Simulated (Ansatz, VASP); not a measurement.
One calculation of GaN, two programs

```
CELL_PARAMETERS angstrom
0.00000 2.25350 2.25350
2.25350 0.00000 2.25350
2.25350 2.25350 0.00000
ATOMIC_POSITIONS crystal
Ga 0.00000 0.00000 0.00000
N 0.25000 0.25000 0.25000
```

Alike in both runs: functional LDA; k mesh 10 × 10 × 10; occupations fermi-dirac, width 0.05 eV; no spin polarisation.

|  | VASP | Ansatz |
| --- | --- | --- |
| version | VASP 6.6.1 | Ansatz 0.2.0 |
| potentials or method | VASP PAW LDA potentials, release 64 (Ga_d, N_h) | Ansatz PAW |
| plane-wave cutoff (eV) | 910 | 420 |
| valence electrons in the cell | 18 | 18 |
| task | single point | band structure |

VASP gave:

| Property | Result |
| --- | --- |
| gap on the k mesh at the Fermi level (eV) | 1.75 |
| least direct gap on the mesh (eV) | 1.75 |

**Question.** What did Ansatz give for the same quantities?

**Answer.** gap on the k mesh at the Fermi level (eV): 1.73; least direct gap on the mesh (eV): 1.73.

LDA's correlation is that of Perdew and Zunger in VASP and of Perdew and Wang (1992) in Ansatz.

Noted on VASP's run: the cutoff is short for stress, so the pressure is rough.
